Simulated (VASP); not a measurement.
The system is Al.

```
Al
1.0
     2.63000    0.00000    0.00000
     0.00000    2.63000    0.00000
     0.00000    0.00000    2.63000
Al
1
Direct
  0.00000 0.00000 0.00000
```

This isn't the form of Al at room conditions, which is fcc.

```yaml
Program: VASP 6.6.1
Task: relaxation of cell and atoms
Functional: PBE
Potentials_or_basis: VASP PAW PBE potentials, release 64 (Al)
Cutoff: 500 eV
k_mesh: 8 × 8 × 8
Occupations: methfessel-paxton, width 0.1 eV
Spin: no spin polarisation
```

At the start: pressure 6.6 GPa; volume 18.19 Å³/atom.

Problem. Where does the relaxation end?

Solution. Over 3 steps the energy falls by 34.7 meV/atom and the volume is 20.06 Å³/atom (+10.3 %); space group Pm-3m (No. 221, to 0.1 Å) before and after.

The path:
```
step  energy change (eV)  largest force (eV/Å)  pressure (GPa)  volume (Å³)
   1              0.0000                0.0000            6.60        18.19
   2             -0.0344                0.0000           -0.42        20.24
   3             -0.0347                0.0000           -0.03        20.06
```

Final structure:
```
CELL_PARAMETERS angstrom
2.71719 0.00000 0.00000
0.00000 2.71719 0.00000
0.00000 0.00000 2.71719
ATOMIC_POSITIONS crystal
Al 0.00000 0.00000 0.00000
```
